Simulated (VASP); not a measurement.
HfO2, 3 atoms in the cell. Symmetry: Fm-3m, No. 225, cubic system. The conventional cell has a = 5.044 Å, b = 5.044 Å, c = 5.044 Å, α = 90.00°, β = 90.00°, γ = 90.00°. Hf (site symmetry m-3m) has 8 O at 2.18 Å within 2.9 Å. Within 2.9 Å of O (site symmetry -43m) lie 4 Hf at 2.18 Å and 6 O at 2.52 Å. 

- Program: VASP 6.6.1
- Task: single point
- Functional: PBEsol
- Potentials or basis: VASP PAW PBE potentials, release 64 (Hf_pv, O)
- Cutoff: 600 eV
- k mesh: 7 × 7 × 7
- Occupations: gaussian, width 0.01 eV
- Spin: no spin polarisation
- Dipole correction: no
- Further INCAR settings: ALGO = Normal; EDIFF = 1e-06; NBANDS = 18

Potentials or basis: VASP PAW PBE potentials, release 64 (Hf_pv, O).

Command:

```console
$ cat potpaw_PBE.64/Hf_pv/POTCAR potpaw_PBE.64/O/POTCAR > POTCAR
$ mpirun -np 1 vasp_std > vasp.out
```

Hardware: 1 thread of Intel Xeon 8259CL, with other jobs on the host.

Q: Estimate the wall time of this run.

A: Wall time 25 s on 1 thread of Intel Xeon 8259CL (shared host), peak memory 0.16 GiB. Counts: scf iterations 13, k points 20.
